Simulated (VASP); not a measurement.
A run of VASP 6.6.1 is set up as follows.

The input INCAR:

```
SYSTEM = Mo2PdS4
ALGO = Normal
EDIFF = 1E-7
ENCUT = 520
GGA = PE
ISIF = 2
ISMEAR = -1
ISYM = 0
LASPH = .True.
LCHARG = .False.
LREAL = .False.
LWAVE = .False.
NBANDS = 40
NELM = 80
PREC = Accurate
SIGMA = 0.1
```

The input KPOINTS:

```
k-points
0
Gamma
  6 6 4
  0 0 0
```

File POSCAR:

```
Mo2PdS4
1.0
    0.0000000000      3.3111390000      0.0000000000
    3.7331710000     -1.6555700000      5.2158980000
    2.8805190000      0.0000000000     -5.2158980000
Pd S Mo
1 4 2
Direct
    0.0000000000      0.0000000000      0.0000000000
    0.3622000000      0.7244000000      0.0228000000
    0.6378000000      0.2756000000      0.9772000000
    0.1045000000      0.2090000000      0.4411000000
    0.8955000000      0.7910000000      0.5589000000
    0.2569000000      0.5138000000      0.3095000000
    0.7431000000      0.4862000000      0.6905000000
```

Potentials or basis: VASP PAW PBE potentials, release 64 (Pd, S, Mo_sv).

The run is started by

```console
$ cat potpaw_PBE.64/Pd/POTCAR potpaw_PBE.64/S/POTCAR potpaw_PBE.64/Mo_sv/POTCAR > POTCAR
$ mpirun -np 1 vasp_std > vasp.out
```

(1) What does it give for the band gap on the k mesh?

(2) What does it give for the largest force?

(3) Predict the pressure.

## Answers

(1) zero (bands 31 and 32 overlap by 1.00 eV).

(2) 0.976 eV/Å.

(3) 2.5 GPa.

Caveat: the stress differs along the axes, from -1 to 6 GPa.
